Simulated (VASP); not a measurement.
# Si2W (P6_222) in VASP: notebook

Si2W is run at these levels: PBE; tasks: single point.

All numbers are computed with VASP 6.6.1; they aren't measurements. Logs are shortened: lines on timing, memory, paths and dates and some standing lists are left out, and cuts for length are marked.

## Step 1: The cell of the first run

The structure is hexagonal, space group P6_222 (No. 180). The conventional cell has a = 4.543 Å, b = 4.543 Å, c = 6.858 Å, α = 90.00°, β = 90.00°, γ = 120.00°. Si (site symmetry 2) has 5 W at 2.45 to 2.71 Å and 7 Si at 2.47 to 3.02 Å within 3.2 Å. Within 3.3 Å of W (site symmetry 222) lie 10 Si at 2.45 to 2.71 Å and 4 W at 3.22 Å.

## Step 2: Single point, PBE

INCAR reads:

```
PREC = Accurate ; ENCUT = 520
EDIFF = 1E-7 ; ISMEAR = 0
SIGMA = 0.03 ; LREAL = F
LASPH = T ; NELM = 60
ALGO = Normal ; ISIF = 2
LWAVE = F ; LCHARG = F
GGA = PE ; NBANDS = 43
```

KPOINTS reads:

```
Automatic mesh
0
Gamma
  9 9 6
```

POSCAR reads:

```
Si2W
1.0
    4.5428566490      0.0000000000      0.0000000000
   -2.2714283245      3.9342292638      0.0000000000
    0.0000000000      0.0000000000      6.8578963974
Si W
6 3
Direct
    0.8113193831      0.6226387663      0.5000000000
    0.1886806169      0.8113193831      0.8333333333
    0.6226387663      0.8113193831      0.1666666667
    0.1886806169      0.3773612337      0.5000000000
    0.8113193831      0.1886806169      0.8333333333
    0.3773612337      0.1886806169      0.1666666667
    0.0000000000      0.5000000000      0.1666666667
    0.5000000000      0.5000000000      0.8333333333
    0.5000000000      0.0000000000      0.5000000000
```

Potentials or basis: VASP PAW PBE potentials, release 64 (Si, W_sv).

Started as:

```sh
$ cat potpaw_PBE.64/Si/POTCAR potpaw_PBE.64/W_sv/POTCAR > POTCAR
$ mpirun -np 1 vasp_std > vasp.out
```

OUTCAR:

```text
PREC = Accurate
   ENCUT = 520
   EDIFF = 1E-7
   ISMEAR = 0
   LREAL = F
   LASPH = T
   NELM = 60
   ISIF = 2
   GGA = PE

 ion  position               nearest neighbor table
   1  0.811  0.623  0.500-   9 2.45   4 2.47   4 2.47   8 2.60   7 2.60   9 2.71   9 2.71   3 2.73
                             2 2.73   4 2.97   6 3.02   5 3.02
   2  0.189  0.811  0.833-   8 2.45   5 2.47   5 2.47   9 2.60   7 2.60   8 2.71   8 2.71   1 2.73
                             6 2.73   5 2.97   4 3.02   3 3.02
   3  0.623  0.811  0.167-   7 2.45   6 2.47   6 2.47   9 2.60   8 2.60   7 2.71   7 2.71   1 2.73
                             5 2.73   6 2.97   4 3.02   2 3.02
   4  0.189  0.377  0.500-   9 2.45   1 2.47   1 2.47   8 2.60   7 2.60   9 2.71   9 2.71   6 2.73
                             5 2.73   1 2.97   3 3.02   2 3.02
   5  0.811  0.189  0.833-   8 2.45   2 2.47   2 2.47   9 2.60   7 2.60   8 2.71   8 2.71   4 2.73
                             3 2.73   2 2.97   1 3.02   6 3.02
   6  0.377  0.189  0.167-   7 2.45   3 2.47   3 2.47   9 2.60   8 2.60   7 2.71   7 2.71   4 2.73
                             2 2.73   3 2.97   1 3.02   5 3.02
   7  0.000  0.500  0.167-   3 2.45   6 2.45   4 2.60   1 2.60   5 2.60   2 2.60   6 2.71   3 2.71
                             3 2.71   6 2.71   9 3.22   9 3.22   8 3.22   8 3.22
   8  0.500  0.500  0.833-   2 2.45   5 2.45   4 2.60   1 2.60   3 2.60   6 2.60   2 2.71   5 2.71
                             2 2.71   5 2.71   9 3.22   9 3.22   7 3.22   7 3.22
   9  0.500  0.000  0.500-   1 2.45   4 2.45   5 2.60   2 2.60   6 2.60   3 2.60   4 2.71   1 2.71
                             4 2.71   1 2.71   7 3.22   8 3.22   8 3.22   7 3.22

  LATTYP: Found a hexagonal cell.
 ALAT       =     4.5428566490
 C/A-ratio  =     1.5096000000

  Lattice vectors:

 A1 = (   4.5428566490,   0.0000000000,   0.0000000000)
 A2 = (  -2.2714283245,   3.9342292638,   0.0000000000)
 A3 = (   0.0000000000,   0.0000000000,   6.8578963974)

Analysis of symmetry for initial positions (statically):
=====================================================================
 Subroutine PRICEL returns:
 Original cell was already a primitive cell.

 Routine SETGRP: Setting up the symmetry group for a
 hexagonal supercell.

 Subroutine GETGRP returns: Found 12 space group operations
 (whereof  4 operations were pure point group operations)
 out of a pool of 24 trial point group operations.

The static configuration has the point symmetry D_2 .
 The point group associated with its full space group is D_6 .

Analysis of symmetry for dynamics (positions and initial velocities):
=====================================================================
 Subroutine PRICEL returns:
 Original cell was already a primitive cell.

 Routine SETGRP: Setting up the symmetry group for a
 hexagonal supercell.

 Subroutine GETGRP returns: Found 12 space group operations
 (whereof  4 operations were pure point group operations)
 out of a pool of 24 trial point group operations.

The dynamic configuration has the point symmetry D_2 .
 The point group associated with its full space group is D_6 .

 Subroutine INISYM returns: Found 12 space group operations
 (whereof  4 operations are pure point group operations),
 and found     1 'primitive' translations

----------------------------------------------------------------------------------------

                                     Primitive cell

  volume of cell :     122.5687

  direct lattice vectors                    reciprocal lattice vectors
     4.542856649  0.000000000  0.000000000     0.220125810  0.127089696  0.000000000
    -2.271428324  3.934229264  0.000000000     0.000000000  0.254179391  0.000000000
     0.000000000  0.000000000  6.857896397     0.000000000  0.000000000  0.145817309

  length of vectors
     4.542856649  4.542856649  6.857896397     0.254179391  0.254179391  0.145817309

  position of ions in fractional coordinates (direct lattice)
     0.811319383  0.622638766  0.500000000
     0.188680617  0.811319383  0.833333333
     0.622638766  0.811319383  0.166666667
     0.188680617  0.377361234  0.500000000
     0.811319383  0.188680617  0.833333333
     0.377361234  0.188680617  0.166666667
     0.000000000  0.500000000  0.166666667
     0.500000000  0.500000000  0.833333333
     0.500000000  0.000000000  0.500000000

  ion indices of the primitive-cell ions
   primitive index   ion index
                 1           1
                 2           2
                 3           3
                 4           4
                 5           5
                 6           6
                 7           7
                 8           8
                 9           9

----------------------------------------------------------------------------------------

 KPOINTS: Automatic mesh

Automatic generation of k-mesh.
 Grid dimensions read from file:
 generate k-points for:    9    9    6

 Generating k-lattice:

  Cartesian coordinates                     Fractional coordinates (reciprocal lattice)
     0.024458423  0.014121077  0.000000000     0.111111111 -0.000000000  0.000000000
     0.000000000  0.028242155  0.000000000     0.000000000  0.111111111  0.000000000
     0.000000000  0.000000000  0.024302885     0.000000000  0.000000000  0.166666667

  Length of vectors
     0.028242155  0.028242155  0.024302885

  Shift w.r.t. Gamma in fractional coordinates (k-lattice)
     0.000000000  0.000000000  0.000000000

 Subroutine IBZKPT returns following result:
 ===========================================

 Found     48 irreducible k-points:

 Following reciprocal coordinates:
            Coordinates               Weight
  0.000000  0.000000  0.000000      1.000000
  0.111111  0.000000  0.000000      6.000000
  0.222222  0.000000  0.000000      6.000000
  0.333333 -0.000000  0.000000      6.000000
  0.444444  0.000000  0.000000      6.000000
  0.111111  0.111111  0.000000      6.000000
[... 16 lines left out ...]
  0.333333  0.222222  0.166667     24.000000
  0.333333  0.333333  0.166667      4.000000
 [... further k-points ...]
   k-points           NKPTS =     48   k-points in BZ     NKDIM =     48   number of bands    NBANDS=     43
   number of dos      NEDOS =    301   number of ions     NIONS =      9
   total plane-waves  NPLWV =  69984
   dimension x,y,z NGX =    36 NGY =   36 NGZ =   54
   dimension x,y,z NGXF=    72 NGYF=   72 NGZF=  108
   ions per type =               6   3
   NGX,Y,Z   is equivalent  to a cutoff of  13.17, 13.17, 13.09 a.u.
   NGXF,Y,Z  is equivalent  to a cutoff of  26.35, 26.35, 26.18 a.u.
 SYSTEM =  unknown system
   PREC   = accura    normal or accurate (medium, high low for compatibility)
   ISTART =      0    job   : 0-new  1-cont  2-samecut
   ICHARG =      2    charge: 1-file 2-atom 10-const
   ISPIN  =      1    spin polarized calculation?
   LNONCOLLINEAR =      F non collinear calculations
   LSORBIT =      F    spin-orbit coupling
   LASPH  =      T    aspherical Exc in radial PAW
   ENCUT  =  520.0 eV  38.22 Ry    6.18 a.u.   8.45  8.45 12.75*2*pi/ulx,y,z
   NELM   =     60;   NELMIN=  2; NELMDL= -5     # of ELM steps
   EDIFF  = 0.1E-06   stopping-criterion for ELM
   LREAL  =      F    real-space projection
   EDIFFG = 0.1E-05   stopping-criterion for IOM
   NSW    =      0    number of steps for IOM
   IBRION =     -1    ionic relax: 0-MD 1-quasi-New 2-CG
   NFREE  =      0    steps in history (QN), initial steepest desc. (CG)
   ISIF   =      2    stress and relaxation
   ISYM   =      2    0-nonsym 1-usesym 2-fastsym
   POTIM  = 0.5000    time-step for ionic-motion
   TEBEG  =    0.0;   TEEND  =   0.0 temperature during run
   PSTRESS=    0.0 pullay stress
   NELECT =      66.0000    total number of electrons
   NUPDOWN=      -1.0000    fix difference up-down
   EMIN   =  10.00;   EMAX   =-10.00  energy-range for DOS
   EFERMI =   0.00;   METHOD = LEGACY
   ISMEAR =     0;   SIGMA  =   0.03  broadening in eV -4-tet -1-fermi 0-gaus
   EFERMI_NEDOS =   21; number of points for ismear=-14 and -15
   IALGO  =     38    algorithm
   IMIX   =      4    mixing-type and parameters
     AMIX     =   0.40;   BMIX     =  1.00
     AMIX_MAG =   1.60;   BMIX_MAG =  1.00
  volume/ion in A,a.u.               =      13.62        91.90
  Fermi-wavevector in a.u.,A,eV,Ry     =   1.331873  2.516876 24.135194  1.773887
  Thomas-Fermi vector in A             =   2.460851
   LORBIT       =      0    0 simple, 1 ext, 2 COOP (PROOUT), +10 PAW based schemes
   GGA     = PE    functional components
   LHFCALC =     F    Hartree Fock is set to
   AEXX    =    0.0000 exact exchange contribution
   IVDW    =     0    specifies the selected vdW correction
   LEPSILON=     F    determine dielectric tensor
   LRPA    =     F    only Hartree local field effects (RPA)
 non-spin polarized calculation
 Gauss-broadening in eV      SIGMA  =   0.03
  energy-cutoff  :      520.00
  volume of cell :      122.57
 maximum number of plane-waves:      3338
 NGX is ok and might be reduce to    36

 number of electron      65.9999993 magnetization

 Free energy of the ion-electron system (eV)
  ---------------------------------------------------
  ext. energy  EPLUGINS =         0.00000000
  ---------------------------------------------------
  free energy    TOTEN  =       -71.83259385 eV

  energy without entropy =      -71.83259385  energy(sigma->0) =      -71.83259385

 E-fermi :  11.8782     XC(G=0): -12.4495

 val. band max:       11.6665252488   @ k =   0.3333   0.3333   0.0000
 cond. band min:      12.0204165049   @ k =   0.2222   0.1111   0.5000
 fundamental gap:      0.3538912561
 Fermi energy:        11.8781886883

 k-point     1 :       0.0000    0.0000    0.0000
  band No.  band energies     occupation
      1     -61.9729      2.00000
      2     -61.9619      2.00000
      3     -61.9619      2.00000
      4     -26.4660      2.00000
      5     -26.4279      2.00000
      6     -26.4279      2.00000
[... 35 lines left out ...]
     42      15.3879      0.00000
     43      15.7214      0.00000
[... 1017 lines left out ...]
      3     -61.9620      2.00000
      4     -26.4815      2.00000
      5     -26.4683      2.00000
      6     -26.4136      2.00000
[... 35 lines left out ...]
     42      14.8770      0.00000
     43      15.9263      0.00000

 [... further k-points ...]
[... 5 lines left out ...]
  --------------------------------------------------------------------------------------
  -------------------------------------------------------------------------------------
  Total        8.5166300      8.5166300     -2.3888885      0.0000000     -0.0000000      0.0000000
  in kB      111.3265491    111.3265491    -31.2267544      0.0000000     -0.0000000      0.0000000
  external PRESSURE =      63.8087813 kB  Pullay stress =       0.0000000 kB

 VOLUME and BASIS-vectors are now :
 -----------------------------------------------------------------------------
  energy-cutoff  :      520.00
  volume of cell :      122.57
      direct lattice vectors                 reciprocal lattice vectors
     4.542856649  0.000000000  0.000000000     0.220125810  0.127089696  0.000000000
    -2.271428324  3.934229264  0.000000000     0.000000000  0.254179391  0.000000000
     0.000000000  0.000000000  6.857896397     0.000000000  0.000000000  0.145817309

 POSITION                                       TOTAL-FORCE (eV/Angst)
 -----------------------------------------------------------------------------------
      2.27143      2.44960      3.42895         0.000000      3.092440     -0.000000
     -0.98570      3.19192      5.71491        -2.678131      1.546220     -0.000000
      0.98570      3.19192      1.14298         2.678131      1.546220     -0.000000
      0.00000      1.48463      3.42895        -0.000000     -3.092440     -0.000000
      3.25713      0.74231      5.71491         2.678131     -1.546220     -0.000000
      1.28572      0.74231      1.14298        -2.678131     -1.546220      0.000000
     -1.13571      1.96711      1.14298         0.000000     -0.000000     -0.000000
      1.13571      1.96711      5.71491         0.000000     -0.000000      0.000000
      2.27143      0.00000      3.42895         0.000000     -0.000000     -0.000000
 -----------------------------------------------------------------------------------
    total drift:                               -0.000000      0.000000      0.000000

  FREE ENERGIE OF THE ION-ELECTRON SYSTEM (eV)
  ---------------------------------------------------
  free  energy   TOTEN  =       -71.8325938453 eV

  energy  without entropy=      -71.8325938453  energy(sigma->0) =      -71.83259385
```

It took 6.9 min on 1 thread of Intel Xeon 8259CL, shared host; peak memory 0.36 GiB.

Results:

- Free energy: -71.8326 eV
- Pressure: 6.4 GPa
- Largest force: 3.092 eV/Å
- Band gap on the k mesh: 0.35 eV (least direct gap 0.74 eV)

Forces on the atoms (eV/Å):
```
Si   0.000  3.092  0.000
Si  -2.678  1.546  0.000
Si   2.678  1.546  0.000
Si   0.000 -3.092  0.000
Si   2.678 -1.546  0.000
Si  -2.678 -1.546  0.000
W    0.000  0.000  0.000
W    0.000  0.000  0.000
W    0.000  0.000  0.000
```

Caveat: the stress differs along the axes, from -3 to 11 GPa; spin-orbit coupling is left out, which moves the levels of the heavy elements; forces of over 1 eV/Å act on the atoms, so gaps and moduli don't describe the material at rest. A k mesh can miss the band edges.

## Step 3: Single point, PBE

This run uses another cell than the first one, of the same volume but with other edges.

INCAR reads:

```
  PREC = Accurate
  ENCUT = 520
  EDIFF = 1E-6
  ISMEAR = 0
  SIGMA = 0.03
  LREAL = F
  LASPH = T
  NELM = 60
  ALGO = Normal
  ISIF = 2
  LWAVE = F
  LCHARG = F
  GGA = PE
  NBANDS = 43
```

KPOINTS reads:

```
regular mesh
0
Gamma
  9 9 6
```

POSCAR reads:

```
Si2W
1.0
    4.7444861815      0.0000000000      0.0000000000
   -2.3722430908      4.1088455611      0.0000000000
    0.0000000000      0.0000000000      6.2873930878
Si W
6 3
Direct
    0.8238313095      0.6476626189      0.5000000000
    0.1761686905      0.8238313095      0.8333333333
    0.6476626189      0.8238313095      0.1666666667
    0.1761686905      0.3523373811      0.5000000000
    0.8238313095      0.1761686905      0.8333333333
    0.3523373811      0.1761686905      0.1666666667
    0.0000000000      0.5000000000      0.1666666667
    0.5000000000      0.5000000000      0.8333333333
    0.5000000000      0.0000000000      0.5000000000
```

Potentials or basis: VASP PAW PBE potentials, release 64 (Si, W_sv).

Started as:

```sh
$ cat potpaw_PBE.64/Si/POTCAR potpaw_PBE.64/W_sv/POTCAR > POTCAR
$ mpirun -np 1 vasp_std > vasp.out
```

Wall time 5.5 min (1 thread of Intel Xeon 8259CL, shared host); peak memory 0.35 GiB.

Results (log left out):

| Property | Result |
| --- | --- |
| Free energy | -72.8377 eV |
| Pressure | 5.5 GPa |
| Largest force | 1.471 eV/Å |
| Band gap on the k mesh | 0.19 eV (least direct gap 0.33 eV) |

Forces on the atoms (eV/Å):
```
Si   0.000  1.471  0.000
Si  -1.274  0.736  0.000
Si   1.274  0.736  0.000
Si   0.000 -1.471  0.000
Si   1.274 -0.736  0.000
Si  -1.274 -0.736  0.000
W    0.000  0.000  0.000
W    0.000  0.000  0.000
W    0.000  0.000  0.000
```

Stress tensor (GPa, compression positive):
```
-2.75  0.00  0.00
 0.00 -2.75  0.00
 0.00  0.00 21.89
```

Levels at points of the mesh, in eV from the valence-band top:
```csv
k point,band 30,band 31,band 32,band 33,band 34,band 35,band 36,band 37
"(0.00, 0.00, 0.00)",-3.42,-3.42,-3.21,-1.01,1.63,1.63,1.96,2.21
"(0.00, 0.00, 0.50)",-2.79,-2.47,-0.33,-0.33,1.68,2.07,2.09,2.16
```

Caveat: the stress differs along the axes, from -3 to 22 GPa; spin-orbit coupling is left out, which moves the levels of the heavy elements; forces of over 1 eV/Å act on the atoms, so gaps and moduli don't describe the material at rest. A k mesh can miss the band edges.

(Part 1 of 2 ends here.)
